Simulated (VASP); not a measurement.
Here is a VASP 6.6.1 calculation.

The input POSCAR:

```
Rb3Sr
1.0
    6.8286380000      0.0000000000      0.0000000000
    0.0000000000      6.8286380000      0.0000000000
    0.0000000000      0.0000000000      6.8286380000
Rb Sr
3 1
Direct
    0.5000000000      0.0000000000      0.0000000000
    0.0000000000      0.5000000000      0.0000000000
    0.0000000000      0.0000000000      0.5000000000
    0.5000000000      0.5000000000      0.5000000000
```

INCAR.step1

```
SYSTEM = Rb3Sr
PREC = Accurate ; ENCUT = 520
ISMEAR = 0 ; SIGMA = 0.15
LREAL = .False. ; LASPH = .True.
NELM = 60 ; NBANDS = 26
GGA = PE ; ALGO = Normal
EDIFF = 1E-4 ; LWAVE = .True.
LCHARG = .False.
```

File INCAR.step2:

```
SYSTEM = Rb3Sr
PREC = Accurate ; ENCUT = 520
EDIFF = 1E-7 ; ISMEAR = 0
SIGMA = 0.15 ; LREAL = .False.
LASPH = .True. ; NELM = 60
ALGO = Normal ; ISIF = 2
LWAVE = .False. ; LCHARG = .False.
METAGGA = R2SCAN ; LMIXTAU = .True.
NBANDS = 26 ; ISTART = 1
```

File KPOINTS:

```
regular mesh
0
Gamma
  4 4 4
  0 0 0
```

Potentials or basis: VASP PAW PBE potentials, release 64 (Rb_sv, Sr_sv).

The run is started by

```sh
$ cat potpaw_PBE.64/Rb_sv/POTCAR potpaw_PBE.64/Sr_sv/POTCAR > POTCAR
$ cp INCAR.step1 INCAR
$ mpirun -np 1 vasp_std > vasp.out
$ cp INCAR.step2 INCAR
$ mpirun -np 1 vasp_std > vasp.out
```

(1) Predict the pressure.

(2) What does it give for the band gap on the k mesh?

Results:

(1) 0.2 GPa.

(2) zero (an odd number of electrons rules out a gap without spin polarisation).

Caveat: the PAW data sets were made with another functional, which shifts forces and pressure a little.
